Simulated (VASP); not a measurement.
# Al (Fm-3m) in VASP: further runs

Al is run at these levels: PBE; tasks: single point, relaxation of cell and atoms.

Everything below comes from runs of VASP 6.6.1. Logs are shortened: lines on timing, memory, paths and dates and some standing lists are left out, and cuts for length are marked.

## Step 1: The cell of the first run

Symmetry: Fm-3m, No. 225, cubic system. Conventional cell: a = 4.008 Å, b = 4.008 Å, c = 4.008 Å, α = 90.00°, β = 90.00°, γ = 90.00°. Al (site symmetry m-3m) has 12 Al at 2.83 Å within 3.7 Å.

## Step 2: Single point, PBE

INCAR reads:

```
SYSTEM = Al
ALGO = Normal
EDIFF = 1E-6
ENCUT = 500
GGA = PE
GGA_COMPAT = .False.
ISIF = 2
ISMEAR = 0
LASPH = .True.
LCHARG = .False.
LREAL = .False.
LWAVE = .False.
NBANDS = 8
NELM = 120
PREC = Accurate
SIGMA = 0.1
```

KPOINTS reads:

```
k-points
0
Gamma
  16 16 16
  0 0 0
```

POSCAR reads:

```
Al
1.0
    0.0000000000      2.0039890349      2.0039890349
    2.0039890349      0.0000000000      2.0039890349
    2.0039890349      2.0039890349      0.0000000000
Al
1
Direct
    0.0000000000      0.0000000000      0.0000000000
```

Potentials or basis: VASP PAW PBE potentials, release 64 (Al).

Run with:

```bash
$ cat potpaw_PBE.64/Al/POTCAR > POTCAR
$ mpirun -np 1 vasp_std > vasp.out
```

OUTCAR:

```text
SYSTEM = Al
   EDIFF = 1E-6
   ENCUT = 500
   GGA = PE
   ISIF = 2
   ISMEAR = 0
   LASPH = .True.
   LREAL = .False.
   NELM = 120
   PREC = Accurate

 ion  position               nearest neighbor table
   1  0.000  0.000  0.000-

  LATTYP: Found a face centered cubic cell.
 ALAT       =     4.0079780698

  Lattice vectors:

 A1 = (   0.0000000000,   2.0039890349,   2.0039890349)
 A2 = (   2.0039890349,   0.0000000000,   2.0039890349)
 A3 = (   2.0039890349,   2.0039890349,   0.0000000000)

Analysis of symmetry for initial positions (statically):
=====================================================================
 Subroutine PRICEL returns:
 Original cell was already a primitive cell.

 Routine SETGRP: Setting up the symmetry group for a
 face centered cubic supercell.

 Subroutine GETGRP returns: Found 48 space group operations
 (whereof 48 operations were pure point group operations)
 out of a pool of 48 trial point group operations.

The static configuration has the point symmetry O_h .

Analysis of symmetry for dynamics (positions and initial velocities):
=====================================================================
 Subroutine PRICEL returns:
 Original cell was already a primitive cell.

 Routine SETGRP: Setting up the symmetry group for a
 face centered cubic supercell.

 Subroutine GETGRP returns: Found 48 space group operations
 (whereof 48 operations were pure point group operations)
 out of a pool of 48 trial point group operations.

The dynamic configuration has the point symmetry O_h .

 Subroutine INISYM returns: Found 48 space group operations
 (whereof 48 operations are pure point group operations),
 and found     1 'primitive' translations

----------------------------------------------------------------------------------------

                                     Primitive cell

  volume of cell :      16.0959

  direct lattice vectors                    reciprocal lattice vectors
     0.000000000  2.003989035  2.003989035    -0.249502363  0.249502363  0.249502363
     2.003989035  0.000000000  2.003989035     0.249502363 -0.249502363  0.249502363
     2.003989035  2.003989035  0.000000000     0.249502363  0.249502363 -0.249502363

  length of vectors
     2.834068472  2.834068472  2.834068472     0.432150770  0.432150770  0.432150770

  position of ions in fractional coordinates (direct lattice)
     0.000000000  0.000000000  0.000000000

  ion indices of the primitive-cell ions
   primitive index   ion index
                 1           1

----------------------------------------------------------------------------------------

 KPOINTS: k-points

Automatic generation of k-mesh.
 Grid dimensions read from file:
 generate k-points for:   16   16   16

 Generating k-lattice:

  Cartesian coordinates                     Fractional coordinates (reciprocal lattice)
    -0.015593898  0.015593898  0.015593898     0.062500000  0.000000000  0.000000000
     0.015593898 -0.015593898  0.015593898     0.000000000  0.062500000  0.000000000
     0.015593898  0.015593898 -0.015593898     0.000000000  0.000000000  0.062500000

  Length of vectors
     0.027009423  0.027009423  0.027009423

  Shift w.r.t. Gamma in fractional coordinates (k-lattice)
     0.000000000  0.000000000  0.000000000

 Subroutine IBZKPT returns following result:
 ===========================================

 Found    145 irreducible k-points:

 Following reciprocal coordinates:
            Coordinates               Weight
  0.000000  0.000000  0.000000      1.000000
  0.062500  0.000000  0.000000      8.000000
  0.125000  0.000000  0.000000      8.000000
  0.187500  0.000000  0.000000      8.000000
  0.250000  0.000000  0.000000      8.000000
  0.312500  0.000000  0.000000      8.000000
[... 16 lines left out ...]
 -0.125000  0.062500  0.000000     24.000000
 -0.062500  0.062500  0.000000     12.000000
 [... further k-points ...]
   k-points           NKPTS =    145   k-points in BZ     NKDIM =    145   number of bands    NBANDS=      8
   number of dos      NEDOS =    301   number of ions     NIONS =      1
   total plane-waves  NPLWV =  13824
   dimension x,y,z NGX =    24 NGY =   24 NGZ =   24
   dimension x,y,z NGXF=    48 NGYF=   48 NGZF=   48
   ions per type =               1
   NGX,Y,Z   is equivalent  to a cutoff of  14.08, 14.08, 14.08 a.u.
   NGXF,Y,Z  is equivalent  to a cutoff of  28.16, 28.16, 28.16 a.u.
 SYSTEM =  Al
   PREC   = accura    normal or accurate (medium, high low for compatibility)
   ISTART =      0    job   : 0-new  1-cont  2-samecut
   ICHARG =      2    charge: 1-file 2-atom 10-const
   ISPIN  =      1    spin polarized calculation?
   LNONCOLLINEAR =      F non collinear calculations
   LSORBIT =      F    spin-orbit coupling
   LASPH  =      T    aspherical Exc in radial PAW
   ENCUT  =  500.0 eV  36.75 Ry    6.06 a.u.   5.17  5.17  5.17*2*pi/ulx,y,z
   NELM   =    120;   NELMIN=  2; NELMDL= -5     # of ELM steps
   EDIFF  = 0.1E-05   stopping-criterion for ELM
   LREAL  =      F    real-space projection
   EDIFFG = 0.1E-04   stopping-criterion for IOM
   NSW    =      0    number of steps for IOM
   IBRION =     -1    ionic relax: 0-MD 1-quasi-New 2-CG
   NFREE  =      0    steps in history (QN), initial steepest desc. (CG)
   ISIF   =      2    stress and relaxation
   ISYM   =      2    0-nonsym 1-usesym 2-fastsym
   POTIM  = 0.5000    time-step for ionic-motion
   TEBEG  =    0.0;   TEEND  =   0.0 temperature during run
   PSTRESS=    0.0 pullay stress
   NELECT =       3.0000    total number of electrons
   NUPDOWN=      -1.0000    fix difference up-down
   EMIN   =  10.00;   EMAX   =-10.00  energy-range for DOS
   EFERMI =   0.00;   METHOD = LEGACY
   ISMEAR =     0;   SIGMA  =   0.10  broadening in eV -4-tet -1-fermi 0-gaus
   EFERMI_NEDOS =   21; number of points for ismear=-14 and -15
   IALGO  =     38    algorithm
   IMIX   =      4    mixing-type and parameters
     AMIX     =   0.40;   BMIX     =  1.00
     AMIX_MAG =   1.60;   BMIX_MAG =  1.00
  volume/ion in A,a.u.               =      16.10       108.62
  Fermi-wavevector in a.u.,A,eV,Ry     =   0.935140  1.767158 11.898112  0.874487
  Thomas-Fermi vector in A             =   2.062017
   LORBIT       =      0    0 simple, 1 ext, 2 COOP (PROOUT), +10 PAW based schemes
   GGA     = PE    functional components
   LHFCALC =     F    Hartree Fock is set to
   AEXX    =    0.0000 exact exchange contribution
   IVDW    =     0    specifies the selected vdW correction
   LEPSILON=     F    determine dielectric tensor
   LRPA    =     F    only Hartree local field effects (RPA)
 non-spin polarized calculation
 Gauss-broadening in eV      SIGMA  =   0.10
  energy-cutoff  :      500.00
  volume of cell :       16.10
 maximum number of plane-waves:       423
 NGX is ok and might be reduce to    24
   NGX = 11   NGY = 11   NGZ = 11

 number of electron       3.0000000 magnetization

 Free energy of the ion-electron system (eV)
  ---------------------------------------------------
  ext. energy  EPLUGINS =         0.00000000
  ---------------------------------------------------
  free energy    TOTEN  =        -3.74985543 eV

  energy without entropy =       -3.74867147  energy(sigma->0) =       -3.74926345

 E-fermi :   8.2962     XC(G=0): -10.2867

 val. band max:        8.2558048101   @ k =  -0.2500   0.3125   0.1250
 cond. band min:       8.3864087860   @ k =   0.4375   0.4375   0.0000
 fundamental gap:      0.1306039760
 Fermi energy:         8.2962281066

 k-point     1 :       0.0000    0.0000    0.0000
  band No.  band energies     occupation
      1      -3.0457      2.00000
      2      21.0188      0.00000
      3      21.0188      0.00000
      4      21.0188      0.00000
      5      22.7005      0.00000
      6      22.7005      0.00000
      7      22.7005      0.00000
      8      24.9076      0.00000

 k-point     2 :       0.0625    0.0000    0.0000
  band No.  band energies     occupation
      1      -2.9378      2.00000
      2      19.2429      0.00000
      3      20.6689      0.00000
      4      20.6689      0.00000
      5      23.2198      0.00000
      6      23.2198      0.00000
      7      23.2675      0.00000
      8      26.0400      0.00000

 k-point     3 :       0.1250    0.0000    0.0000
  band No.  band energies     occupation
      1      -2.6144      2.00000
      2      16.6955      0.00000
      3      20.1124      0.00000
      4      20.1124      0.00000
      5      23.2357      0.00000
      6      24.2281      0.00000
      7      24.2281      0.00000
      8      26.1569      0.00000

 k-point     4 :       0.1875    0.0000    0.0000
  band No.  band energies     occupation
      1      -2.0772      2.00000
      2      14.1658      0.00000
      3      19.6533      0.00000
      4      19.6533      0.00000
      5      23.0237      0.00000
      6      24.3814      0.00000
      7      24.3814      0.00000
      8      26.0153      0.00000

 k-point     5 :       0.2500    0.0000    0.0000
  band No.  band energies     occupation
      1      -1.3286      2.00000
      2      11.7511      0.00000
      3      19.3497      0.00000
      4      19.3497      0.00000
      5      22.8511      0.00000
      6      23.2598      0.00000
      7      23.2598      0.00000
      8      27.3191      0.00000
[... 177 lines left out ...]
 k-point    22 :      -0.1875    0.0625    0.0000
  band No.  band energies     occupation
      1      -1.7558      2.00000
      2      13.4093      0.00000
      3      17.6205      0.00000
      4      20.8852      0.00000
      5      22.8681      0.00000
      6      23.6463      0.00000
      7      24.4663      0.00000
      8      25.2246      0.00000

 k-point    23 :      -0.1250    0.0625    0.0000
  band No.  band energies     occupation
      1      -2.3634      2.00000
      2      15.8644      0.00000
      3      18.0924      0.00000
      4      21.2026      0.00000
      5      23.4698      0.00000
      6      23.7869      0.00000
      7      24.6582      0.00000
      8      25.2742      0.00000

 k-point    24 :      -0.0625    0.0625    0.0000
  band No.  band energies     occupation
      1      -2.7580      2.00000
      2      18.1477      0.00000
      3      18.9379      0.00000
      4      21.2989      0.00000
      5      22.8833      0.00000
      6      23.6896      0.00000
      7      24.3233      0.00000
      8      25.9568      0.00000

 [... further k-points ...]
[... 5 lines left out ...]
  --------------------------------------------------------------------------------------
  -------------------------------------------------------------------------------------
  Total        0.1966698      0.1966698      0.1966698      0.0000000      0.0000000      0.0000000
  in kB       19.5763698     19.5763698     19.5763698      0.0000000      0.0000000      0.0000000
  external PRESSURE =      19.5763698 kB  Pullay stress =       0.0000000 kB

 VOLUME and BASIS-vectors are now :
 -----------------------------------------------------------------------------
  energy-cutoff  :      500.00
  volume of cell :       16.10
      direct lattice vectors                 reciprocal lattice vectors
     0.000000000  2.003989035  2.003989035    -0.249502363  0.249502363  0.249502363
     2.003989035  0.000000000  2.003989035     0.249502363 -0.249502363  0.249502363
     2.003989035  2.003989035  0.000000000     0.249502363  0.249502363 -0.249502363

 POSITION                                       TOTAL-FORCE (eV/Angst)
 -----------------------------------------------------------------------------------
      0.00000      0.00000      0.00000         0.000000      0.000000      0.000000
 -----------------------------------------------------------------------------------
    total drift:                                0.000000     -0.000000      0.000000

  FREE ENERGIE OF THE ION-ELECTRON SYSTEM (eV)
  ---------------------------------------------------
  free  energy   TOTEN  =        -3.7498554275 eV

  energy  without entropy=       -3.7486714684  energy(sigma->0) =       -3.74926345
```

Run time: 8.5 s. Hardware: 1 thread of Intel Xeon Platinum 8375C at 2.90GHz (Ice Lake), shared host; peak memory 0.14 GiB.

What came out:

```yaml
Free_energy: -3.7499 eV
Pressure: 2.0 GPa
```

Levels at points of the mesh, in eV from the Fermi level:
```
           k point  band 1  band 2  band 3  band 4  band 5
(0.00, 0.00, 0.00)  -11.34   12.72   12.72   12.72   14.40
(0.50, 0.00, 0.00)   -4.73   -4.45   11.54   11.54   11.64
(0.50, 0.50, 0.00)   -3.02   -1.64    5.23    5.68    5.68
```

[end of part 1 of 2]
